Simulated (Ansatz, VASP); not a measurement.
## NaI in VASP and in Ansatz

```
Na I
1.0
     0.00000    3.24952    3.24952
     3.24952    0.00000    3.24952
     3.24952    3.24952    0.00000
Na I
1 1
Direct
  0.00000 0.00000 0.00000
  0.50000 0.50000 0.50000
```

Alike in both runs: task single point; functional r2SCAN; k mesh 6 × 6 × 6; no spin polarisation.

|  | VASP | Ansatz |
| --- | --- | --- |
| version | VASP 6.6.1 | Ansatz 0.2.0 |
| potentials or method | VASP PAW PBE potentials, release 64 (Na_pv, I) | PAW with Ansatz's default frozen-core files, scalar-relativistic |
| plane-wave cutoff (eV) | 520 | 500 |
| occupations | gaussian, width 0.01 eV | fixed |
| valence electrons in the cell | 14 | 26 |

|  | VASP | Ansatz | Ansatz less VASP |
| --- | --- | --- | --- |
| gap on the k mesh at the Fermi level (eV) | 4.40 | 4.39 | -0.009 |
| pressure (GPa) | -0.4 | -0.3 | +0.08 |

VASP's potentials were made for PBE, not for r2SCAN. VASP's potentials hold 14 valence electrons a cell and Ansatz's 26, so a difference there can come from the potentials and not from the codes.

Neither program's run includes spin-orbit coupling.
